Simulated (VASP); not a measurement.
Set up this calculation in VASP 6.6.1, as the native input.

* Task: single point
* Functional: SVWN5
* Potentials or basis: VASP PAW PBE potentials, release 64 (Sb)
* Cutoff: 500 eV
* k mesh: 8 × 8 × 8
* Occupations: methfessel-paxton, width 0.05 eV
* Spin: no spin polarisation
* Dipole correction: no
* Further INCAR settings: ALGO = Normal; EDIFF = 1e-06; NBANDS = 12

The structure of Sb lies in POSCAR:

```
Sb
1.0
    2.1542000000      1.2437279499      3.7580000000
   -2.1542000000      1.2437279499      3.7580000000
    0.0000000000     -2.4874558998      3.7580000000
Sb
2
Direct
    0.7665100000      0.7665100000      0.7665100000
    0.2334900000      0.2334900000      0.2334900000
```

The input as run:

INCAR

```
PREC = Accurate
ENCUT = 500
EDIFF = 1E-6
ISMEAR = 1
SIGMA = 0.05
LREAL = False
LASPH = True
NELM = 120
ALGO = Normal
ISIF = 2
LWAVE = False
LCHARG = False
GGA = VW
NBANDS = 12
GGA_COMPAT = False
```

KPOINTS

```
Automatic mesh
0
Gamma
  8 8 8
```

Potentials or basis: VASP PAW PBE potentials, release 64 (Sb).

The run is started by

```console
$ cat potpaw_PBE.64/Sb/POTCAR > POTCAR
$ mpirun -np 1 vasp_std > vasp.out
```

Results of the run:

```
Pressure               : -0.9 GPa
Largest force          : 0.059 eV/Å
Band gap on the k mesh : zero (bands 5 and 6 overlap by 0.31 eV)
```

Caveat: the PAW data sets were made with another functional, which shifts forces and pressure a little; spin-orbit coupling is left out, which moves the levels of the heavy elements.

It took 18 s on 1 thread of AMD EPYC 9R45 (Zen 5) (shared host), peak memory 0.15 GiB.
